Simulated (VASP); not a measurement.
Write the native input for VASP 6.6.1 that does the following.

| Item | Value |
| --- | --- |
| Task | relaxation of cell and atoms |
| Functional | PBEsol |
| Potentials or basis | VASP PAW PBE potentials, release 64 (H) |
| Cutoff | 600 eV |
| k mesh | 6 × 6 × 6 |
| Occupations | gaussian, width 0.02 eV |
| Spin | no spin polarisation |
| Dipole correction | no |
| Further INCAR settings | ALGO = Normal; EDIFF = 1e-07; IBRION = 2; EDIFFG = -0.01; NSW = 100; ISIF = 3 |

The structure of H lies in POSCAR:

```
H
1.0
    3.8254531732      0.0000000000      0.0000000000
    0.0000000000      3.8254531732      0.0000000000
    0.0000000000      0.0000000000      3.6233397705
H
4
Direct
    0.9298142948      0.9298142948      0.5000000000
    0.0701857052      0.0701857052      0.5000000000
    0.5701857052      0.4298142948      0.0000000000
    0.4298142948      0.5701857052      0.0000000000
```

One way to write it, as run:

INCAR

```
SYSTEM = H
PREC     = Accurate       ! precision mode
ENCUT    = 600            ! plane-wave cutoff, eV
EDIFF    = 1E-7           ! SCF threshold, eV
ISMEAR   = 0              ! smearing method
SIGMA    = 0.02           ! smearing width, eV
LREAL    = .FALSE.        ! projectors in reciprocal space
LASPH    = .TRUE.         ! aspherical terms in the spheres
NELM     = 60             ! most SCF steps
ALGO     = Normal         ! electronic algorithm
ISIF     = 3              ! what is computed and relaxed
LWAVE    = .FALSE.        ! write WAVECAR
LCHARG   = .FALSE.        ! write CHGCAR
GGA      = PS             ! functional
IBRION   = 2              ! ionic algorithm
NSW      = 100            ! ionic steps
EDIFFG   = -0.01          ! ionic threshold
```

KPOINTS

```
Automatic mesh
0
G
  6 6 6
  0 0 0
```

Potentials or basis: VASP PAW PBE potentials, release 64 (H).

Command:

```bash
$ cat potpaw_PBE.64/H/POTCAR > POTCAR
$ mpirun -np 1 vasp_std > vasp.out
```

Results of the run:

```
Pressure after relaxing : 0.0 GPa
Band gap on the k mesh  : 8.65 eV (least direct gap 9.36 eV)
```

Caveat: this functional lacks dispersion, which holds the molecules together, so the pressure and a relaxed volume are unreliable; the PAW data sets were made with another functional, which shifts forces and pressure a little.

It took 20 s on 1 thread of Intel Xeon 8259CL, with other jobs on the host, peak memory 0.16 GiB.
